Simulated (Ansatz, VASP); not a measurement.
# Two plane-wave programs on InPd

Contents of INCAR:

```
  ALGO = Normal
  EDIFF = 1E-8
  ENCUT = 520
  GGA = PE
  ISIF = 2
  ISMEAR = -1
  LASPH = True
  LCHARG = False
  LEFG = True
  LREAL = False
  LWAVE = False
  NBANDS = 18
  NELM = 100
  PREC = Accurate
  SIGMA = 0.05
```

File KPOINTS:

```
k-points
0
Gamma
  9 9 9
```

File POSCAR:

```
InPd
1.0
    3.2718847800      0.0000000000      0.0000000000
    0.0000000000      3.2718847800      0.0000000000
    0.0000000000      0.0000000000      3.2718847800
In Pd
1 1
Direct
   -0.0150000000     -0.0150000000     -0.0150000000
    0.5150000000      0.5150000000      0.5150000000
```

Input for Ansatz:

```yaml
crystal:
  lattice:
    - [3.27188478, 0.0, 0.0]
    - [0.0, 3.27188478, 0.0]
    - [0.0, 0.0, 3.27188478]
  atoms:
    - { symbol: In, position: [-0.015, -0.015, -0.015] }
    - { symbol: Pd, position: [0.515, 0.515, 0.515] }
kpoints:
  mp_grid: { grid: [9, 9, 9] }
scf:
  occupations: { method: fermi_dirac, width: 0.05 }
hamiltonian:
  xc: pbe
  pseudopotentials: { kind: paw }
output:
  forces: true
  stress: true
  eigenvalues: true
  efg: { contact_densities: true }
  populations: true
```

Change from the starting cell: shortest bond scaled by 0.94, PAW files.

Alike in both runs: task electric field gradients; functional PBE; k mesh 9 × 9 × 9; occupations fermi-dirac, width 0.05 eV; no spin polarisation.

|  | VASP | Ansatz |
| --- | --- | --- |
| version | VASP 6.6.1 | Ansatz 0.2.0 |
| potentials or method | VASP PAW PBE potentials, release 64 (In_d, Pd) | PAW with Ansatz's default frozen-core files, scalar-relativistic |
| plane-wave cutoff (eV) | 520 | 420 |
| valence electrons in the cell | 23 | 31 |

Ansatz gave:

```
pressure (GPa)                                                : 5.2
traceless stress, the component that is largest in VASP (GPa) : 1.01
rms of the force components (eV/Å)                            : 0.450
size of Vzz on the site where it differs most (V/Å²)          : 0.2
```

Problem. Estimate VASP's values.

Solution. Pressure (GPa): 5.3; traceless stress, the component that is largest in VASP (GPa): 1.02; rms of the force components (eV/Å): 0.455; size of Vzz on the site where it differs most (V/Å²): 3.2.

Atom by atom the forces differ by 0.005 eV/Å (rms over components). VASP's potentials hold 23 valence electrons a cell and Ansatz's 31, so a difference there can come from the potentials and not from the codes.
